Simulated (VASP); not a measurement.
# Li2AlF5 in VASP: a series of runs

Li2AlF5 is run at these levels: PBE; tasks: single point.

Program: VASP 6.6.1. These are calculated values, not measurements. Logs are shortened: lines on timing, memory, paths and dates and some standing lists are left out, and cuts for length are marked.

## (1) The cell of the first run

The cell holds a disordered packing, 24 atoms: a = 6.194 Å, b = 6.266 Å, c = 6.245 Å, α = 90.23°, β = 93.52°, γ = 90.42°.

## (2) Single point, PBE

INCAR reads:

```
SYSTEM = Li2AlF5
ALGO = Normal
EDIFF = 1E-7
ENCUT = 520
GGA = PE
ISIF = 2
ISMEAR = -1
ISYM = 0
LASPH = .TRUE.
LCHARG = .FALSE.
LREAL = Auto
LWAVE = .FALSE.
NBANDS = 84
NELM = 80
PREC = Accurate
SIGMA = 0.1637
```

KPOINTS reads:

```
k-points
0
G
  1 1 1
  0 0 0
```

POSCAR reads:

```
Li2AlF5
1.0
    6.1911310000     -0.0229290000     -0.1913040000
   -0.0229290000      6.2658620000     -0.0128380000
   -0.1913040000     -0.0128380000      6.2422390000
Al F Li
3 15 6
Direct
    0.5834206558      0.4625642607      0.3404402018
    0.0612584144      0.9861482568      0.8364460494
    0.5046700872      0.7445194623      0.9438095125
    0.7248483346      0.9185705507      0.9105982636
    0.6167081374      0.7639359442      0.2479905276
    0.9532107995      0.6505470205      0.8054747281
    0.2841265177      0.6793583337      0.8601675043
    0.7784137747     -0.0127599644      0.5374337407
    0.8551741640      0.3810356521      0.3423060178
    0.5095130447      0.1788864126      0.3064301811
    0.1773027001      0.7971550931      0.5357089969
    0.0259010886      0.2501569547      0.9738331866
    0.6604809262      0.4580119165      1.0096818786
    0.3496273681      1.0175860778      0.8304510423
    0.3316862457      0.5288386629      0.2373304092
    1.0723490391      0.8585819730      1.1050994901
    0.4806397166      0.4562428528      0.6115567741
    0.1260579286      0.1988630550      0.5542979674
   -0.0281867852      0.5647260814      0.0667540459
    0.3943416388      0.9881570012      0.4596155470
   -0.0152115095      0.9801604116      0.4324397507
    0.6466163299      0.1901508569      0.7622498028
    0.7728733217      1.1388675446      0.2179979875
    0.1197112550      0.4658750549      0.6770481146
```

Potentials or basis: VASP PAW PBE potentials, release 64 (Al, F, Li_sv).

On the command line:

```
$ cat potpaw_PBE.64/Al/POTCAR potpaw_PBE.64/F/POTCAR potpaw_PBE.64/Li_sv/POTCAR > POTCAR
$ mpirun -np 1 vasp_gam > vasp.out
```

OUTCAR:

```text
SYSTEM = Li2AlF5
   EDIFF = 1E-7
   ENCUT = 520
   GGA = PE
   ISIF = 2
   ISMEAR = -1
   ISYM = 0
   LASPH = .TRUE.
   LREAL = Auto
   NELM = 80
   PREC = Accurate

 ion  position               nearest neighbor table
   1  0.583  0.463  0.340-  15 1.70   9 1.76  10 1.84  17 1.85   5 1.99  13 2.15  23 2.49   3 3.06

   2  0.061  0.986  0.836-  14 1.80  16 1.86  12 1.88   4 2.20   6 2.21  18 2.27  11 2.37   7 2.37
                             8 2.48  21 2.54  22 2.89   3 3.18
   3  0.505  0.745  0.944-   7 1.49   4 1.76   5 1.98  14 2.07  13 2.08  15 2.56   1 3.06   2 3.18

   4  0.725  0.919  0.911-   3 1.76  22 1.99   2 2.20
   5  0.617  0.764  0.248-   3 1.98   1 1.99
   6  0.953  0.651  0.805-  19 1.72  24 1.78   2 2.21
   7  0.284  0.679  0.860-   3 1.49  24 1.99   2 2.37
   8  0.778  0.987  0.537-  21 1.47  22 2.10  23 2.21   2 2.48
   9  0.855  0.381  0.342-  23 1.76   1 1.76  19 2.23
  10  0.510  0.179  0.306-  20 1.71  23 1.77   1 1.84
  11  0.177  0.797  0.536-  21 1.76  20 1.88   2 2.37
  12  0.026  0.250  0.974-   2 1.88  19 2.09
  13  0.660  0.458  0.010-  19 2.05   3 2.08   1 2.15
  14  0.350  0.018  0.830-   2 1.80   3 2.07  22 2.19
  15  0.332  0.529  0.237-   1 1.70   3 2.56
  16  0.072  0.859  0.105-   2 1.86  19 1.95
  17  0.481  0.456  0.612-   1 1.85  22 2.15
  18  0.126  0.199  0.554-  21 1.76  24 1.84  20 2.24   2 2.27
  19  0.972  0.565  0.067-   6 1.72  16 1.95  13 2.05  12 2.09   9 2.23
  20  0.394  0.988  0.460-  10 1.71  11 1.88  18 2.24  21 2.53
  21  0.985  0.980  0.432-   8 1.47  11 1.76  18 1.76  23 2.08  20 2.53   2 2.54
  22  0.647  0.190  0.762-   4 1.99   8 2.10  17 2.15  14 2.19   2 2.89
  23  0.773  0.139  0.218-   9 1.76  10 1.77  21 2.08   8 2.21   1 2.49
  24  0.120  0.466  0.677-   6 1.78  18 1.84   7 1.99

IMPORTANT INFORMATION: All symmetrisations will be switched off!
NOSYMM: (Re-)initialisation of all symmetry stuff for point group C_1.

----------------------------------------------------------------------------------------

                                     Primitive cell

  volume of cell :     241.9200

  direct lattice vectors                    reciprocal lattice vectors
     6.191131000 -0.022929000 -0.191304000     0.161676747  0.000601787  0.004956096
    -0.022929000  6.265862000 -0.012838000     0.000601787  0.159597873  0.000346677
    -0.191304000 -0.012838000  6.242239000     0.004956096  0.000346677  0.160351530

  length of vectors
     6.194128350  6.265917104  6.245182925     0.161753811  0.159599384  0.160428477

  position of ions in fractional coordinates (direct lattice)
     0.583420656  0.462564261  0.340440202
     0.061258414  0.986148257  0.836446049
[... 104 lines left out ...]
   ISYM   =      0    0-nonsym 1-usesym 2-fastsym
   POTIM  = 0.5000    time-step for ionic-motion
   TEBEG  =    0.0;   TEEND  =   0.0 temperature during run
   PSTRESS=    0.0 pullay stress
   NELECT =     132.0000    total number of electrons
   NUPDOWN=      -1.0000    fix difference up-down
   EMIN   =  10.00;   EMAX   =-10.00  energy-range for DOS
   EFERMI =   0.00;   METHOD = LEGACY
   ISMEAR =    -1;   SIGMA  =   0.16  broadening in eV -4-tet -1-fermi 0-gaus
   EFERMI_NEDOS =   21; number of points for ismear=-14 and -15
   IALGO  =     38    algorithm
   IMIX   =      4    mixing-type and parameters
     AMIX     =   0.40;   BMIX     =  1.00
     AMIX_MAG =   1.60;   BMIX_MAG =  1.00
  volume/ion in A,a.u.               =      10.08        68.02
  Fermi-wavevector in a.u.,A,eV,Ry     =   1.337752  2.527984 24.348711  1.789580
  Thomas-Fermi vector in A             =   2.466276
   LORBIT       =      0    0 simple, 1 ext, 2 COOP (PROOUT), +10 PAW based schemes
   GGA     = PE    functional components
   LHFCALC =     F    Hartree Fock is set to
   AEXX    =    0.0000 exact exchange contribution
   IVDW    =     0    specifies the selected vdW correction
   LEPSILON=     F    determine dielectric tensor
   LRPA    =     F    only Hartree local field effects (RPA)
 non-spin polarized calculation
  energy-cutoff  :      520.00
  volume of cell :      241.92
 maximum number of plane-waves:      3265
 NGX is ok and might be reduce to    48
   NGX = 23   NGY = 23   NGZ = 23

 number of electron     132.0000006 magnetization

 Free energy of the ion-electron system (eV)
  ---------------------------------------------------
  ext. energy  EPLUGINS =         0.00000000
  ---------------------------------------------------
  free energy    TOTEN  =      -115.52591591 eV

  energy without entropy =     -115.52590446  energy(sigma->0) =     -115.52591019

 E-fermi :   2.8178     XC(G=0):  -9.4834

 val. band max:        0.5063168571   @ k =   0.0000   0.0000   0.0000
 cond. band min:       5.0564150355   @ k =   0.0000   0.0000   0.0000
 fundamental gap:      4.5500981784
 Fermi energy:         2.8177558864

 k-point     1 :       0.0000    0.0000    0.0000
  band No.  band energies     occupation
      1     -43.5397      2.00000
      2     -43.2849      2.00000
      3     -42.0985      2.00000
      4     -41.4549      2.00000
      5     -41.2837      2.00000
      6     -41.1932      2.00000
[... 70 lines left out ...]
     77      11.6289      0.00000
     78      11.7206      0.00000
 [bands above 78 left out]

------------------------ aborting loop because EDIFF is reached ----------------------------------------

  FORCE on cell =-STRESS in cart. coord.  units (eV):
  Direction    XX          YY          ZZ          XY          YZ          ZX
  --------------------------------------------------------------------------------------
  -------------------------------------------------------------------------------------
  Total       26.9923693      1.5087142      8.9335075     -0.2891536     -0.2630525      7.5410109
  in kB      178.7638763      9.9918462     59.1644405     -1.9149940     -1.7421327     49.9422752
  external PRESSURE =      82.6400544 kB  Pullay stress =       0.0000000 kB

 VOLUME and BASIS-vectors are now :
 -----------------------------------------------------------------------------
  energy-cutoff  :      520.00
  volume of cell :      241.92
      direct lattice vectors                 reciprocal lattice vectors
     6.191131000 -0.022929000 -0.191304000     0.161676747  0.000601787  0.004956096
    -0.022929000  6.265862000 -0.012838000     0.000601787  0.159597873  0.000346677
    -0.191304000 -0.012838000  6.242239000     0.004956096  0.000346677  0.160351530

 POSITION                                       TOTAL-FORCE (eV/Angst)
 -----------------------------------------------------------------------------------
      3.53630      2.88062      2.00756        -1.762093      0.273758      0.023397
      0.19663      6.16693      5.19692         0.289413     -1.476392      0.054368
      2.92685      4.64137      5.78538         7.902024      0.867773      4.196361
      4.29237      5.72733      5.53371        -0.646723      1.106511      0.108135
      3.75316      4.76939      1.42023        -0.003538     -0.223807     -0.625943
      5.73245      4.04404      4.83726        -2.375240      0.413297     -1.378419
[... 16 lines left out ...]
      4.74007      0.84961      1.21116         0.116574     -0.683194     -0.739395
      0.60094      2.90767      4.19741         0.476829      0.373024     -0.660995
 -----------------------------------------------------------------------------------
    total drift:                               -0.000522     -0.005377     -0.010634

  FREE ENERGIE OF THE ION-ELECTRON SYSTEM (eV)
  ---------------------------------------------------
  free  energy   TOTEN  =      -115.5259159115 eV

  energy  without entropy=     -115.5259044631  energy(sigma->0) =     -115.52591019
```

OSZICAR:

```text
N       E                     dE             d eps       ncg     rms          rms(c)
DAV:   1     0.152450200847E+04    0.15245E+04   -0.82588E+04   168   0.174E+03
DAV:   2     0.442058470274E+01   -0.15201E+04   -0.14527E+04   192   0.476E+02
DAV:   3    -0.112279271348E+03   -0.11670E+03   -0.11598E+03   200   0.133E+02
DAV:   4    -0.127524774344E+03   -0.15246E+02   -0.15169E+02   320   0.260E+01
DAV:   5    -0.128003668839E+03   -0.47889E+00   -0.47865E+00   200   0.628E+00    0.205E+01
DAV:   6    -0.115919195257E+03    0.12084E+02   -0.40665E+01   192   0.263E+01    0.742E+00
DAV:   7    -0.115648438591E+03    0.27076E+00   -0.25468E+00   216   0.729E+00    0.428E+00
DAV:   8    -0.115528545075E+03    0.11989E+00   -0.41527E-01   216   0.316E+00    0.151E+00
DAV:   9    -0.115517619361E+03    0.10926E-01   -0.12514E-01   208   0.232E+00    0.380E-01
DAV:  10    -0.115524858755E+03   -0.72394E-02   -0.52770E-02   240   0.105E+00    0.349E-01
DAV:  11    -0.115525436850E+03   -0.57809E-03   -0.49392E-03   216   0.325E-01    0.158E-01
DAV:  12    -0.115525871800E+03   -0.43495E-03   -0.13920E-03   176   0.185E-01    0.394E-02
DAV:  13    -0.115525909323E+03   -0.37523E-04   -0.21662E-04   240   0.777E-02    0.234E-02
DAV:  14    -0.115525913469E+03   -0.41452E-05   -0.62219E-05   200   0.382E-02    0.116E-02
DAV:  15    -0.115525914752E+03   -0.12830E-05   -0.82294E-06   232   0.170E-02    0.552E-03
DAV:  16    -0.115525915884E+03   -0.11326E-05   -0.30325E-06   176   0.794E-03    0.315E-03
DAV:  17    -0.115525915912E+03   -0.27307E-07   -0.50793E-07   184   0.474E-03
   1 F= -.11552592E+03 E0= -.11552591E+03  d E =-.114485E-04
```

stdout:

```text
POSCAR found type information on POSCAR AlF Li
 POSCAR found :  3 types and      24 ions
 scaLAPACK will be used
 LDA part: xc-table for (Slater+PW92), standard interpolation
 POSCAR, INCAR and KPOINTS ok, starting setup
 FFT: planning ... GRIDC
 FFT: planning ... GRID_SOFT
 FFT: planning ... GRID
 WAVECAR not read
 entering main loop
```

Run time: 62 s. Hardware: 1 thread of AMD EPYC 7R13, shared host; peak memory 0.27 GiB.

What came out:

```yaml
Free_energy: -115.5259 eV
Largest_force: 8.989 eV/Å
```

Forces in eV/Å, atoms in the order of the input:
```
Al  -1.762  0.274  0.023
Al   0.289 -1.476  0.054
Al   7.902  0.868  4.196
F   -0.647  1.107  0.108
F   -0.004 -0.224 -0.626
F   -2.375  0.413 -1.378
F   -4.206 -3.987 -1.348
F   -3.435  0.853  2.829
F   -0.444  1.391  0.619
F    0.133  0.692 -0.755
F   -0.151  0.856 -0.638
F   -0.567 -1.626 -1.158
F   -1.167  0.908 -0.309
F    1.412  1.079  0.787
F   -1.009 -0.166 -0.650
F   -0.216  1.729  0.390
F    1.946 -0.138 -0.645
F    0.098 -0.644  1.303
Li   0.592 -0.441  0.701
Li  -0.630 -0.704  0.264
Li   4.056 -1.049 -2.278
Li  -0.408  0.593 -0.090
Li   0.117 -0.683 -0.739
Li   0.477  0.373 -0.661
```

Caveat: the k points lie up to 1.02 Å⁻¹ apart, too coarse for converged energies, forces and pressures; the cutoff is under 1.25 times the usual one of these potentials, so pressure, stress and relaxed cells hold a basis-set (Pulay) error; the atoms stand as in a frame of molecular dynamics.

## (3) Single point, PBE

INCAR reads:

```
SYSTEM = Li2AlF5
PREC = Accurate
ENCUT = 520
EDIFF = 1E-6
ISMEAR = -1
SIGMA = 0.1181
LREAL = Auto
LASPH = .TRUE.
NELM = 80
ALGO = Normal
ISIF = 2
LWAVE = .FALSE.
LCHARG = .FALSE.
GGA = PE
ISYM = 0
NBANDS = 84
```

KPOINTS reads:

```
regular mesh
0
G
  1 1 1
  0 0 0
```

POSCAR reads:

```
Li2AlF5
1.0
    6.1911310000     -0.0229290000     -0.1913040000
   -0.0229290000      6.2658620000     -0.0128380000
   -0.1913040000     -0.0128380000      6.2422390000
Al F Li
3 15 6
Direct
    0.5784816060      0.4729420569      0.2816371618
    0.0984974913      1.0532576606      0.8963781563
    0.5969244460      0.7395716103      0.8623437287
    0.8226890529      0.9626665579      0.9469050159
    0.6091776537      0.7608545350      0.1984486612
    0.8339136871      0.6131114265      0.7637312747
    0.3605603732      0.6115060568      0.7968745119
    0.7335107128      0.9435530994      0.5627701644
    0.8975124107      0.4451597043      0.3746855374
    0.5530109232      0.1793497140      0.2731399252
    0.1693640325      0.8422227727      0.5467611017
    0.0669155546      0.2714586387      1.0989299191
    0.6679615404      0.4648039123      0.0191993397
    0.4146296879      0.0028976547      0.8646409594
    0.3070785281      0.5322639686      0.2531212848
    0.1654688441      0.8534282105      0.1005887732
    0.5499393978      0.4565474808      0.5344251899
    0.0541541618      0.2215836469      0.6642663952
    1.1095690254      0.6049978715      0.0227344636
    0.4770209438      0.8896835379      0.4259743614
    0.9245532194      0.8875822783      0.3365780308
    0.7760374184      0.3214780599      0.7091756976
    0.8351869195      0.1756349212      0.2497412226
    0.1250430214      0.5526110688      0.5275420648
```

Potentials or basis: VASP PAW PBE potentials, release 64 (Al, F, Li_sv).

On the command line:

```
$ cat potpaw_PBE.64/Al/POTCAR potpaw_PBE.64/F/POTCAR potpaw_PBE.64/Li_sv/POTCAR > POTCAR
$ mpirun -np 1 vasp_gam > vasp.out
```

Wall time 58 s (1 thread of AMD EPYC 7R13, shared host); peak memory 0.26 GiB.

The run converged. Its results:

- Free energy: -118.7744 eV
- Largest force: 3.645 eV/Å

Forces in eV/Å, atoms in the order of the input:
```
Al   0.436 -0.935 -2.377
Al   1.931  0.305 -0.184
Al   1.176  1.174  0.635
F    0.060  0.484  0.223
F    0.601  0.572  0.000
F    0.868  0.813  0.001
F   -0.860 -0.228  0.819
F   -0.390 -0.098 -0.206
F   -1.649  0.601 -0.562
F    0.076  0.293 -0.466
F   -0.502  0.398 -0.683
F    0.216 -2.056 -2.230
F   -0.463 -1.261 -0.131
F   -0.214 -0.066 -0.269
F   -0.701  0.046 -0.209
F   -0.967  1.891 -0.055
F   -0.014 -0.055  3.644
F    0.251 -0.544  1.715
Li   0.180 -1.892 -0.315
Li  -0.999  0.873 -0.167
Li   0.625 -1.501  1.161
Li  -0.535  0.145 -0.284
Li   0.156  1.164 -0.327
Li   0.719 -0.123  0.269
```

Levels at points of the mesh, in eV from the Fermi level:
```
           k point  band 63  band 64  band 65  band 66  band 67  band 68  band 69  band 70
(0.00, 0.00, 0.00)    -3.27    -3.14    -2.99    -2.82     2.73     5.27     5.74     5.99
```

Caveat: the k points lie up to 1.02 Å⁻¹ apart, too coarse for converged energies, forces and pressures; the cutoff is under 1.25 times the usual one of these potentials, so pressure, stress and relaxed cells hold a basis-set (Pulay) error; the atoms stand as in a frame of molecular dynamics.

## (4) Single point, PBE

INCAR reads:

```
PREC = Accurate ; ENCUT = 520
EDIFF = 1E-6 ; ISMEAR = -1
SIGMA = 0.1181 ; LREAL = Auto
LASPH = True ; NELM = 80
ALGO = Normal ; ISIF = 2
LWAVE = False ; LCHARG = False
GGA = PE ; ISYM = 0
NBANDS = 84
```

KPOINTS reads:

```
Automatic mesh
0
Gamma
  1 1 1
```

POSCAR reads:

```
Li2AlF5
1.0
    6.1911310000     -0.0229290000     -0.1913040000
   -0.0229290000      6.2658620000     -0.0128380000
   -0.1913040000     -0.0128380000      6.2422390000
Al F Li
3 15 6
Direct
    0.5570133642      0.4699676608      0.2965218617
    0.1444241263      1.0317641351      0.9095019753
    0.6337348688      0.8293830599      0.9428954314
    0.8238107655      1.0518537368      0.9214988393
    0.6156989623      0.8009514494      0.2286095244
    0.8129890936      0.6170175787      0.8477155933
    0.3768978446      0.7134906678      0.8785770392
    0.6350266218      0.9052755236      0.5550691122
    0.8457459634      0.5136086454      0.3832984116
    0.4735033167      0.1475037843      0.3199407668
    0.0784167631      0.9101562487      0.6572234780
    0.1033661372      0.2227734781      1.1386344421
    0.6311653966      0.3767610723      0.0375365832
    0.4046481898      0.0818115147      0.8934789446
    0.2710287361      0.5427599065      0.3462576221
    0.1036171205      0.8345587417      0.1085893114
    0.5462420372      0.5039802145      0.5814528064
    0.0815191932      0.3223917348      0.7121800067
    1.0782921984      0.5490711908      0.0897451358
    0.3964734122      1.0264016145      0.5320247901
    0.8513303150      0.7740867268      0.4504948657
    0.8112281891      0.3991532286      0.6351765010
    0.8183431051      0.1572210862      0.1865431160
    0.2005410108      0.5361708468      0.6178010260
```

On the command line:

```
$ cat potpaw_PBE.64/Al/POTCAR potpaw_PBE.64/F/POTCAR potpaw_PBE.64/Li_sv/POTCAR > POTCAR
$ mpirun -np 1 vasp_gam > vasp.out
```

Run time: 63 s. Hardware: 1 thread of AMD EPYC 7R13, shared host; peak memory 0.26 GiB.

It converged, with:

| Property | Result |
| --- | --- |
| Free energy | -118.9610 eV |
| Largest force | 3.907 eV/Å |

Forces on the atoms (eV/Å):
```
Al  -2.447 -0.840  0.421
Al  -2.928  0.719  1.157
Al  -0.380 -0.810 -2.754
F   -0.965 -1.245 -0.109
F    0.548 -1.436 -2.889
F    0.387  2.165  0.930
F    0.646 -0.712  0.023
F    0.879 -0.061  3.237
F    0.539 -1.422 -1.406
F    1.356  3.460 -1.205
F    0.566 -0.181 -0.538
F   -0.309  0.167 -1.000
F   -0.600  0.717  2.511
F    2.371  0.112 -0.592
F    0.400  0.141 -2.065
F   -0.467  0.263  0.018
F   -0.049 -1.318 -0.280
F   -0.011 -1.552  0.990
Li   0.093 -0.527  0.010
Li  -1.017 -0.298  0.810
Li   0.272  1.510  0.765
Li  -0.230 -0.380  1.613
Li  -0.044  0.580  0.234
Li   1.387  0.949  0.117
```

Levels at points of the mesh, in eV from the Fermi level:
```
           k point  band 62  band 63  band 64  band 65  band 66  band 67  band 68  band 69  band 70  band 71
(0.00, 0.00, 0.00)    -3.62    -3.34    -3.27    -2.91    -2.55     2.54     4.96     5.34     6.07     6.12
```

Caveat: the k points lie up to 1.02 Å⁻¹ apart, too coarse for converged energies, forces and pressures; the cutoff is under 1.25 times the usual one of these potentials, so pressure, stress and relaxed cells hold a basis-set (Pulay) error; the atoms stand as in a frame of molecular dynamics.

## (5) Overview

```csv
cell,smearing,largest force (eV/Å)
"as given, atomic positions A",fermi-dirac 0.1637 eV,8.99
"as given, atomic positions B",fermi-dirac 0.1181 eV,3.64
"as given, atomic positions C",fermi-dirac 0.1181 eV,3.91
```

Alike in all rows: task single point; level PBE; potentials or basis VASP PAW PBE potentials, release 64 (Al, F, Li_sv); no spin polarisation; k mesh 1 × 1 × 1; cutoff (eV) 520.

Caveats: all runs use coarse meshes; the cutoff is under 1.25 times the usual one of these potentials, so pressure, stress and relaxed cells hold a basis-set (Pulay) error; the atoms stand as in a frame of molecular dynamics.

Total energies depend on the potentials used, so only differences within one code and one set of settings carry meaning.
